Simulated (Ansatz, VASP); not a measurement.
## Hg in VASP and in Ansatz

The input INCAR:

```
SYSTEM = Hg
PREC = Accurate ; ENCUT = 500
EDIFF = 1E-7 ; ISMEAR = 0
SIGMA = 0.1 ; LREAL = .FALSE.
LASPH = .TRUE. ; NELM = 120
ALGO = Normal ; ISIF = 3
LWAVE = .FALSE. ; LCHARG = .FALSE.
GGA = PE ; IBRION = 2
NSW = 100 ; EDIFFG = -0.01
GGA_COMPAT = .FALSE. ; NELMIN = 4
```

File KPOINTS:

```
regular mesh
0
G
  14 14 14
  0 0 0
```

File POSCAR:

```
Hg
1.0
   -2.0584332789      2.0584332789      2.0584332789
    2.0584332789     -2.0584332789      2.0584332789
    2.0584332789      2.0584332789     -2.0584332789
Hg
1
Direct
    0.0000000000      0.0000000000      0.0000000000
```

Input for Ansatz:

```yaml
crystal:
  lattice:
    - [-2.0584332789, 2.0584332789, 2.0584332789]
    - [2.0584332789, -2.0584332789, 2.0584332789]
    - [2.0584332789, 2.0584332789, -2.0584332789]
  atoms:
    - { symbol: Hg, position: [0.0, 0.0, 0.0] }
basis:
  ecutwfc: 420
kpoints:
  mp_grid: { grid: [14, 14, 14] }
hamiltonian:
  xc: pbe
scf:
  occupations: { method: gaussian, width: 0.1 }
output:
  forces: true
  stress: true
  eigenvalues: true
relax:
  adjacent_minimum: "off"
  f_tol: 0.01
  max_steps: 80
  cell: { stress_tol: 0.05 }
```

Alike in both runs: task relaxation of cell and atoms; functional PBE; k mesh 14 × 14 × 14; occupations gaussian, width 0.1 eV; no spin polarisation.

```csv
,VASP,Ansatz
version,VASP 6.6.1,Ansatz 0.2.0
potentials or method,"VASP PAW PBE potentials, release 64 (Hg_sv_GW), cutoff 500 eV","scalar-relativistic, plane waves, PAW"
valence electrons in the cell,20,20
```

VASP gave:

| Quantity | Value |
| --- | --- |
| gap on the k mesh at the Fermi level, each at its own relaxed structure (eV) | none |
| relaxed volume (Å³/atom) | 28.96 |
| relaxed cell length with the largest relative difference (Å) | 3.351 |

Q: What did Ansatz give for the same quantities?

A: gap on the k mesh at the Fermi level, each at its own relaxed structure (eV): none; relaxed volume (Å³/atom): 29.10; relaxed cell length with the largest relative difference (Å): 3.356.

A gap of «none» marks a metal or a gap that the smearing closes.

Neither program's run includes spin-orbit coupling. Noted on VASP's run: the volume moved by over 15 % at a fixed basis, so the end points are rough.
